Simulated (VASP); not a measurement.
# Ti (P6/mmm) in VASP: notebook, part 2 of 2

VASP 6.6.1. Earlier steps stand in the parts before.

### Step 3. Single point, PBEsol

This run uses another cell than the first one, of 14.84 Å³/atom.

Contents of INCAR:

```
PREC = Accurate
ENCUT = 520
EDIFF = 1E-6
ISMEAR = 0
SIGMA = 0.15
LREAL = False
LASPH = True
NELM = 60
ALGO = Fast
ISIF = 2
LWAVE = False
LCHARG = True
GGA = PS
LELF = True
LVHAR = True
NBANDS = 25
```

Contents of KPOINTS:

```
regular mesh
0
Gamma
  12 12 14
```

Contents of POSCAR:

```
Ti
1.0
    4.5691000000      0.0000000000      0.0000000000
   -2.2845500000      3.9569566724      0.0000000000
    0.0000000000      0.0000000000      2.4625000000
Ti
3
Direct
    0.0000000000      0.0000000000      0.0000000000
    0.3333333333      0.6666666667      0.5000000000
    0.6666666667      0.3333333333      0.5000000000
```

Potentials or basis: VASP PAW PBE potentials, release 64 (Ti_sv).

The run is started by

```console
> cat potpaw_PBE.64/Ti_sv/POTCAR > POTCAR
> mpirun -np 1 vasp_std > vasp.out
```

OUTCAR:

```text
PREC = Accurate
   ENCUT = 520
   EDIFF = 1E-6
   ISMEAR = 0
   LREAL = False
   LASPH = True
   NELM = 60
   ISIF = 2
   GGA = PS

 ion  position               nearest neighbor table
   1  0.000  0.000  0.000-   2 2.91   3 2.91   2 2.91   3 2.91   2 2.91   2 2.91   3 2.91   3 2.91
                             3 2.91   3 2.91   2 2.91   2 2.91
   2  0.333  0.667  0.500-   3 2.64   3 2.64   3 2.64   1 2.91   1 2.91   1 2.91   1 2.91   1 2.91
                             1 2.91
   3  0.667  0.333  0.500-   2 2.64   2 2.64   2 2.64   1 2.91   1 2.91   1 2.91   1 2.91   1 2.91
                             1 2.91

  LATTYP: Found a hexagonal cell.
 ALAT       =     4.5691000000
 C/A-ratio  =     0.5389464008

  Lattice vectors:

 A1 = (   4.5691000000,   0.0000000000,   0.0000000000)
 A2 = (  -2.2845500000,   3.9569566724,   0.0000000000)
 A3 = (   0.0000000000,   0.0000000000,   2.4625000000)

Analysis of symmetry for initial positions (statically):
=====================================================================
 Subroutine PRICEL returns:
 Original cell was already a primitive cell.

 Routine SETGRP: Setting up the symmetry group for a
 hexagonal supercell.

 Subroutine GETGRP returns: Found 24 space group operations
[... 171 lines left out ...]
 val. band max:        9.7369809628   @ k =   0.3333   0.1667   0.5000
 cond. band min:       9.7445095280   @ k =   0.4167   0.0000   0.4286
 fundamental gap:      0.0075285653
 Fermi energy:         9.7370263172

 k-point     1 :       0.0000    0.0000    0.0000
  band No.  band energies     occupation
      1     -46.4520      2.00000
      2     -46.2697      2.00000
      3     -46.1870      2.00000
      4     -22.9393      2.00000
      5     -22.9393      2.00000
      6     -22.8639      2.00000
[... 661 lines left out ...]
     24      12.6116      0.00000
     25      13.7245      0.00000

 [... further k-points ...]

------------------------ aborting loop because EDIFF is reached ----------------------------------------

  FORCE on cell =-STRESS in cart. coord.  units (eV):
  Direction    XX          YY          ZZ          XY          YZ          ZX
  --------------------------------------------------------------------------------------
  -------------------------------------------------------------------------------------
  Total        3.3714064      3.3714064      5.6560302      0.0000000     -0.0000000     -0.0000000
  in kB      121.3258926    121.3258926    203.5420310      0.0000000     -0.0000000     -0.0000000
  external PRESSURE =     148.7312721 kB  Pullay stress =       0.0000000 kB

 VOLUME and BASIS-vectors are now :
 -----------------------------------------------------------------------------
  energy-cutoff  :      520.00
  volume of cell :       44.52
      direct lattice vectors                 reciprocal lattice vectors
     4.569100000  0.000000000  0.000000000     0.218861483  0.126359736  0.000000000
    -2.284550000  3.956956672  0.000000000     0.000000000  0.252719472  0.000000000
     0.000000000  0.000000000  2.462500000     0.000000000  0.000000000  0.406091371

 POSITION                                       TOTAL-FORCE (eV/Angst)
 -----------------------------------------------------------------------------------
      0.00000      0.00000      0.00000         0.000000      0.000000     -0.000000
     -0.00000      2.63797      1.23125         0.000000      0.000000      0.000000
      2.28455      1.31899      1.23125        -0.000000     -0.000000     -0.000000
 -----------------------------------------------------------------------------------
    total drift:                                0.000000      0.000000     -0.000000

  FREE ENERGIE OF THE ION-ELECTRON SYSTEM (eV)
  ---------------------------------------------------
  free  energy   TOTEN  =       -24.5562353872 eV

  energy  without entropy=      -24.4935857166  energy(sigma->0) =      -24.52491055
```

OSZICAR:

```text
N       E                     dE             d eps       ncg     rms          rms(c)
DAV:   1     0.432629754833E+03    0.43263E+03   -0.18561E+04  7608   0.184E+03
DAV:   2     0.214848300582E+02   -0.41114E+03   -0.40404E+03  7647   0.523E+02
DAV:   3    -0.238071317385E+02   -0.45292E+02   -0.44060E+02 13942   0.149E+02
DAV:   4    -0.270274181011E+02   -0.32203E+01   -0.31960E+01 10178   0.371E+01
[... 40 lines left out ...]
RMM:  45    -0.245562378803E+02    0.28203E-06   -0.13812E-05  5172   0.143E-02    0.922E-03
RMM:  46    -0.245562374513E+02    0.42899E-06   -0.12485E-05  5000   0.139E-02    0.968E-03
RMM:  47    -0.245562368848E+02    0.56653E-06   -0.11358E-05  4898   0.136E-02    0.981E-03
RMM:  48    -0.245562361894E+02    0.69536E-06   -0.10336E-05  4928   0.134E-02    0.102E-02
RMM:  49    -0.245562353872E+02    0.80225E-06   -0.95918E-06  4797   0.132E-02
   1 F= -.24556235E+02 E0= -.24524911E+02  d E =-.626497E-01
```

stdout:

```text
POSCAR found type information on POSCAR Ti
 POSCAR found :  1 types and       3 ions
 scaLAPACK will be used
 -----------------------------------------------------------------------------
|                                                                             |
|                                                                             |
|     You enforced a specific xc type in the INCAR file but a different       |
[... 33 lines left out ...]
WARNING in EDDRMM: call to ZHEGV failed, returncode =   8  4     22
WARNING in EDDRMM: call to ZHEGV failed, returncode =   8  4     24
WARNING in EDDRMM: call to ZHEGV failed, returncode =   6  3     23
WARNING in EDDRMM: call to ZHEGV failed, returncode =   8  4      5
WARNING in EDDRMM: call to ZHEGV failed, returncode =   8  4      4
WARNING in EDDRMM: call to ZHEGV failed, returncode =   8  4     25
WARNING in EDDRMM: call to ZHEGV failed, returncode =   8  4     23
```

Run time: 12 min. Hardware: 1 thread of AMD EPYC 7R13, shared host; peak memory 0.23 GiB.

What came out:

```yaml
Free_energy: -24.5562 eV
Pressure: 14.9 GPa
Band_gap_on_the_k_mesh: zero (bands 18 and 19 overlap by 0.97 eV)
```

Caveat: the stress differs along the axes, from 12 to 20 GPa; the PAW data sets were made with another functional, which shifts forces and pressure a little.

### Step 4. Single point, PBEsol

This run uses another cell than the first one, of 16.25 Å³/atom.

Contents of INCAR:

```
ALGO     = Fast           # electronic algorithm
EDIFF    = 1E-6           # SCF threshold, eV
ENCUT    = 520            # plane-wave cutoff, eV
GGA      = PS             # functional
ISIF     = 2              # what is computed and relaxed
ISMEAR   = 0              # smearing method
LASPH    = True           # aspherical terms in the spheres
LCHARG   = True           # write CHGCAR
LELF     = True           # ELF
LREAL    = False          # projectors in reciprocal space
LVHAR    = True         
LWAVE    = False          # write WAVECAR
NBANDS   = 25             # bands
NELM     = 80             # most SCF steps
PREC     = Accurate       # precision mode
SIGMA    = 0.15           # smearing width, eV
```

Contents of KPOINTS:

```
k-points
0
Gamma
  12 12 14
```

Contents of POSCAR:

```
Ti
1.0
    4.5962000000      0.0000000000      0.0000000000
   -2.2981000000      3.9804259609      0.0000000000
    0.0000000000      0.0000000000      2.6640000000
Ti
3
Direct
    0.0000000000      0.0000000000      0.0000000000
    0.3333333333      0.6666666667      0.5000000000
    0.6666666667      0.3333333333      0.5000000000
```

Potentials or basis: VASP PAW PBE potentials, release 64 (Ti_sv).

The run is started by

```console
> cat potpaw_PBE.64/Ti_sv/POTCAR > POTCAR
> mpirun -np 1 vasp_std > vasp.out
```

OUTCAR:

```text
EDIFF = 1E-6
   ENCUT = 520
   GGA = PS
   ISIF = 2
   ISMEAR = 0
   LASPH = True
   LREAL = False
   NELM = 80
   PREC = Accurate

 ion  position               nearest neighbor table
   1  0.000  0.000  0.000-
   2  0.333  0.667  0.500-   3 2.65   3 2.65   3 2.65
   3  0.667  0.333  0.500-   2 2.65   2 2.65   2 2.65

  LATTYP: Found a hexagonal cell.
 ALAT       =     4.5962000000
 C/A-ratio  =     0.5796092424

  Lattice vectors:
[... 193 lines left out ...]
      2     -47.4892      2.00000
      3     -47.3374      2.00000
      4     -24.1421      2.00000
      5     -24.1421      2.00000
      6     -24.0609      2.00000
[... 661 lines left out ...]
     24      10.9165      0.00000
     25      11.8945      0.00000

 [... further k-points ...]
[... 5 lines left out ...]
  --------------------------------------------------------------------------------------
  -------------------------------------------------------------------------------------
  Total       -0.7839210     -0.7839210      3.3311308      0.0000000      0.0000000     -0.0000000
  in kB      -25.7703439    -25.7703439    109.5064197      0.0000000      0.0000000     -0.0000000
  external PRESSURE =      19.3219106 kB  Pullay stress =       0.0000000 kB

 VOLUME and BASIS-vectors are now :
 -----------------------------------------------------------------------------
  energy-cutoff  :      520.00
  volume of cell :       48.74
      direct lattice vectors                 reciprocal lattice vectors
     4.596200000  0.000000000  0.000000000     0.217571037  0.125614697  0.000000000
    -2.298100000  3.980425961  0.000000000     0.000000000  0.251229393  0.000000000
     0.000000000  0.000000000  2.664000000     0.000000000  0.000000000  0.375375375

 POSITION                                       TOTAL-FORCE (eV/Angst)
 -----------------------------------------------------------------------------------
      0.00000      0.00000      0.00000         0.000000      0.000000     -0.000000
     -0.00000      2.65362      1.33200        -0.000000     -0.000000      0.000000
      2.29810      1.32681      1.33200         0.000000      0.000000     -0.000000
 -----------------------------------------------------------------------------------
    total drift:                                0.000000      0.000000     -0.000000

  FREE ENERGIE OF THE ION-ELECTRON SYSTEM (eV)
  ---------------------------------------------------
  free  energy   TOTEN  =       -24.9755159781 eV

  energy  without entropy=      -24.9396043010  energy(sigma->0) =      -24.95756014
```

Wall time 15 min (1 thread of Intel Xeon 8259CL, shared host); peak memory 0.27 GiB.

What came out:

```yaml
Free_energy: -24.9755 eV
Pressure: 1.9 GPa
Band_gap_on_the_k_mesh: zero (bands 18 and 19 overlap by 0.34 eV)
```

Caveat: the stress differs along the axes, from -3 to 11 GPa; the PAW data sets were made with another functional, which shifts forces and pressure a little.

### Step 5. Single point, PBEsol

This run uses another cell than the first one, of 16.27 Å³/atom.

Contents of INCAR:

```
SYSTEM = Ti
PREC = Accurate
ENCUT = 520
EDIFF = 1E-6
ISMEAR = 0
SIGMA = 0.15
LREAL = .FALSE.
LASPH = .TRUE.
NELM = 100
ALGO = Fast
ISIF = 2
LWAVE = .FALSE.
LCHARG = .FALSE.
GGA = PS
NBANDS = 25
```

Contents of KPOINTS:

```
regular mesh
0
G
  12 12 14
  0 0 0
```

Contents of POSCAR:

```
Ti
1.0
    4.3795000000      0.0000000000      0.0000000000
   -2.1897500000      3.7927582559      0.0000000000
    0.0000000000      0.0000000000      2.9382000000
Ti
3
Direct
    0.0000000000      0.0000000000      0.0000000000
    0.3333333333      0.6666666667      0.5000000000
    0.6666666667      0.3333333333      0.5000000000
```

The run is started by

```console
> cat potpaw_PBE.64/Ti_sv/POTCAR > POTCAR
> mpirun -np 1 vasp_std > vasp.out
```

Run time: 17 min. Hardware: 1 thread of Intel Xeon 8259CL, shared host; peak memory 0.28 GiB.

The run converged. Its results:

```yaml
Free_energy: -24.9558 eV
Pressure: 1.0 GPa
Band_gap_on_the_k_mesh: zero (bands 18 and 19 overlap by 0.60 eV)
```

Stress tensor (GPa, compression positive):
```
 5.65  0.00  0.00
 0.00  5.65  0.00
 0.00  0.00 -8.37
```

Levels at points of the mesh, in eV from the Fermi level:
| k point | band 14 | band 15 | band 16 | band 17 | band 18 | band 19 | band 20 | band 21 | band 22 | band 23 |
| --- | --- | --- | --- | --- | --- | --- | --- | --- | --- | --- |
| (0.00, 0.00, 0.00) | -2.24 | -0.63 | -0.63 | -0.52 | -0.52 | 0.41 | 1.13 | 1.40 | 1.41 | 1.42 |
| (0.50, 0.00, 0.00) | -3.47 | -2.77 | -0.51 | -0.28 | -0.27 | 0.19 | 0.39 | 0.92 | 1.50 | 1.62 |
| (0.00, 0.00, 0.50) | -2.28 | -2.28 | -2.15 | -1.78 | -1.78 | 1.22 | 1.22 | 1.37 | 1.37 | 3.18 |
| (0.50, 0.00, 0.50) | -2.24 | -1.74 | -1.30 | -1.06 | -0.79 | 0.38 | 0.69 | 0.88 | 1.05 | 2.34 |

Caveat: the stress differs along the axes, from -8 to 6 GPa; the PAW data sets were made with another functional, which shifts forces and pressure a little.

### Step 6. Single point, PBEsol

This run uses another cell than the first one, of 16.30 Å³/atom.

Contents of INCAR:

```
PREC = Accurate
ENCUT = 520
EDIFF = 1E-6
ISMEAR = 0
SIGMA = 0.15
LREAL = F
LASPH = T
NELM = 60
ALGO = Fast
ISIF = 2
LWAVE = F
LCHARG = F
GGA = PS
NBANDS = 25
```

Contents of KPOINTS:

```
regular mesh
0
Gamma
  12 12 14
```

Contents of POSCAR:

```
Ti
1.0
    4.5149169756      0.0000000000      0.0000000000
   -2.2574584878      3.9100327969      0.0000000000
    0.0000000000      0.0000000000      2.7703000000
Ti
3
Direct
    0.0000000000      0.0000000000      0.0000000000
    0.3333333333      0.6666666667      0.5000000000
    0.6666666667      0.3333333333      0.5000000000
```

Potentials or basis: VASP PAW PBE potentials, release 64 (Ti_sv).

The run is started by

```console
> cat potpaw_PBE.64/Ti_sv/POTCAR > POTCAR
> mpirun -np 1 vasp_std > vasp.out
```

It took 18 min on 1 thread of Intel Xeon 8259CL, shared host; peak memory 0.28 GiB.

It converged, with:

| Item | Value |
| --- | --- |
| Free energy | -25.0699 eV |
| Pressure | 1.0 GPa |
| Band gap on the k mesh | zero (bands 18 and 19 overlap by 0.29 eV) |

Stress tensor (GPa, compression positive):
```
0.28 0.00 0.00
0.00 0.28 0.00
0.00 0.00 2.48
```

Levels at points of the mesh, in eV from the Fermi level:
```tsv
k point	band 15	band 16	band 17	band 18	band 19	band 20	band 21	band 22
(0.00, 0.00, 0.00)	-0.71	-0.71	-0.61	-0.61	-0.06	0.67	1.36	1.36
(0.50, 0.00, 0.00)	-2.74	-0.45	-0.44	-0.39	0.04	0.53	1.16	1.25
(0.00, 0.00, 0.50)	-2.16	-1.71	-1.71	-1.65	1.08	1.08	1.35	1.35
(0.50, 0.00, 0.50)	-1.81	-1.24	-0.66	-0.61	0.36	0.88	1.11	1.14
```

Caveat: the PAW data sets were made with another functional, which shifts forces and pressure a little.

### Step 7. Summary

```tsv
cell	gap on the mesh (eV)	pressure (GPa)
a = 4.380, b = 4.380, c = 2.658 Å, angles 90.0, 90.0, 120.0°, 3 atoms	none	15.8
a = 4.569, b = 4.569, c = 2.462 Å, angles 90.0, 90.0, 120.0°, 3 atoms	none	14.9
a = 4.596, b = 4.596, c = 2.664 Å, angles 90.0, 90.0, 120.0°, 3 atoms	none	1.9
a = 4.380, b = 4.380, c = 2.938 Å, angles 90.0, 90.0, 120.0°, 3 atoms	none	1.0
a = 4.515, b = 4.515, c = 2.770 Å, angles 90.0, 90.0, 120.0°, 3 atoms	none	1.0
```

Alike in all rows: task single point; level PBEsol; potentials or basis VASP PAW PBE potentials, release 64 (Ti_sv); no spin polarisation; k mesh 12 × 12 × 14; cutoff (eV) 520; smearing gaussian 0.15 eV.

Caveats: the PAW data sets were made with another functional, which shifts forces and pressure a little; the stress differs along the axes, from 14 to 20 GPa (at least some runs); the stress differs along the axes, from 12 to 20 GPa (at least some runs); the stress differs along the axes, from -3 to 11 GPa (at least some runs); the stress differs along the axes, from -8 to 6 GPa (at least some runs).

Absolute energies hang on the potentials; compare differences alone.

The gap in the log of VASP goes by the Fermi energy; the results here count the filled bands.